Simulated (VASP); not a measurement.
# CdS: relaxation of shape and atoms at fixed volume with PBE

The system is CdS.

```
Cd S
1.0
     4.11128    0.00000    0.00000
    -2.05564    3.56048    0.00000
     0.00000    0.00000    6.68853
Cd S
2 2
Cartesian
  0.0000 2.3737 -0.0054
  2.0556 1.1868 3.3389
  0.0000 2.3737 2.5136
  2.0556 1.1868 5.8578
```

```yaml
Program: VASP 6.6.1
Task: relaxation of shape and atoms at fixed volume
Functional: PBE
Potentials_or_basis: VASP PAW PBE potentials, release 64 (Cd, S)
Cutoff: 600 eV
k_mesh: 6 × 6 × 4
Occupations: gaussian, width 0.02 eV
Spin: no spin polarisation
Dipole_correction: no
Further_INCAR_settings: ALGO = Normal; EDIFF = 1e-06; IBRION = 2; EDIFFG = -0.01; NSW = 50; ISIF = 4
```

* Pressure after relaxing: 4.1 GPa
* Largest force after relaxing: 0.005 eV/Å
* Band gap on the k mesh: 1.26 eV

Forces in eV/Å, atoms in the order of the input:
```
Cd   0.000  0.000  0.005
Cd   0.000  0.000  0.005
S    0.000  0.000 -0.005
S    0.000  0.000 -0.005
```

Final structure:
```cif
data_structure
_symmetry_space_group_name_H-M 'P 1'
_symmetry_Int_Tables_number 1
_cell_length_a 4.1113
_cell_length_b 4.1113
_cell_length_c 6.6885
_cell_angle_alpha 90.000
_cell_angle_beta 90.000
_cell_angle_gamma 120.000
_cell_volume 97.91
loop_
_atom_site_label
_atom_site_type_symbol
_atom_site_fract_x
_atom_site_fract_y
_atom_site_fract_z
_atom_site_occupancy
Cd1 Cd 0.33333 0.66667 0.99920 1
Cd2 Cd 0.66667 0.33333 0.49920 1
S1 S 0.33333 0.66667 0.37580 1
S2 S 0.66667 0.33333 0.87580 1
```

Levels at points of the mesh, in eV from the valence-band top:
| k point | band 15 | band 16 | band 17 | band 18 | band 19 | band 20 | band 21 | band 22 |
| --- | --- | --- | --- | --- | --- | --- | --- | --- |
| (0.00, 0.00, 0.00) | -0.78 | -0.05 | 0.00 | 0.00 | 1.26 | 2.82 | 6.48 | 6.48 |
| (0.50, 0.00, 0.00) | -2.72 | -1.93 | -1.34 | -0.78 | 3.77 | 3.89 | 5.10 | 6.47 |
| (0.00, 0.00, 0.50) | -0.40 | -0.40 | -0.40 | -0.40 | 2.90 | 2.90 | 6.21 | 6.21 |
| (0.50, 0.00, 0.50) | -1.39 | -1.39 | -1.37 | -1.37 | 3.50 | 3.50 | 5.39 | 5.39 |

Wall time 91 s on 1 thread of Intel Xeon 8259CL, with other jobs on the host, peak memory 0.26 GiB.

Caveat: the relaxation stopped at its first step, so nothing moved.
